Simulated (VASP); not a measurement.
Set up this calculation in VASP 6.6.1, as the native input.

* Task: single point
* Functional: PBE
* Potentials or basis: VASP PAW PBE potentials, release 64 (Co, O)
* Cutoff: 520 eV
* k mesh: 5 × 5 × 3
* Occupations: gaussian, width 0.05 eV
* Spin: collinear spin, antiferromagnetic start
* Starting moments: [3.0, -3.0, 0.0, 0.0] μB
* Hubbard terms: Co d U = 3.3 eV
* Dipole correction: no
* Further INCAR settings: ALGO = Normal; EDIFF = 1e-06; NBANDS = 27

The structure of CoO lies in POSCAR:

```
CoO
1.0
    0.0000000000      2.1628257023     -2.1628257023
    0.0000000000      2.1628257023      2.1628257023
    4.3256514046      0.0000000000      0.0000000000
Co O
2 2
Direct
    0.0000000000      0.0000000000      0.0000000000
    0.5000000000      0.5000000000      0.5000000000
    0.0000000000      1.0000000000      0.5000000000
    0.5000000000      1.5000000000      1.0000000000
```

The input as run:

INCAR

```
PREC = Accurate ; ENCUT = 520
EDIFF = 1E-6 ; ISMEAR = 0
SIGMA = 0.05 ; LREAL = F
LASPH = T ; NELM = 150
ALGO = Normal ; ISIF = 2
LWAVE = F ; LCHARG = F
ISPIN = 2 ; MAGMOM = 3 -3 0 0
LORBIT = 11 ; LMAXMIX = 4
LDAU = T ; LDAUTYPE = 2
LDAUL = 2 -1 ; LDAUU = 3.3 0
LDAUJ = 0 0 ; LDAUPRINT = 1
GGA = PE ; NBANDS = 27
```

KPOINTS

```
regular mesh
0
Gamma
  5 5 3
```

Potentials or basis: VASP PAW PBE potentials, release 64 (Co, O).

Command:

```console
$ cat potpaw_PBE.64/Co/POTCAR potpaw_PBE.64/O/POTCAR > POTCAR
$ mpirun -np 1 vasp_std > vasp.out
```

It gave:

| Quantity | Value |
| --- | --- |
| Pressure | -3.1 GPa |
| Band gap on the k mesh | 0.72 eV |
| Net moment | 0.00 μB per cell |
| Site moments | Co +2.75, -2.75; O -0.11, +0.11 μB |
| Valence electrons inside the program's atomic spheres | Co 7.73; O 4.99 |

Caveat: the k points lie up to 0.48 Å⁻¹ apart; an odd mesh through Γ misses points on the zone boundary, where band edges can lie.

It took 13 s on 1 thread of Intel(R) Xeon(R) 6975P-C (Granite Rapids) (shared host), peak memory 0.17 GiB.
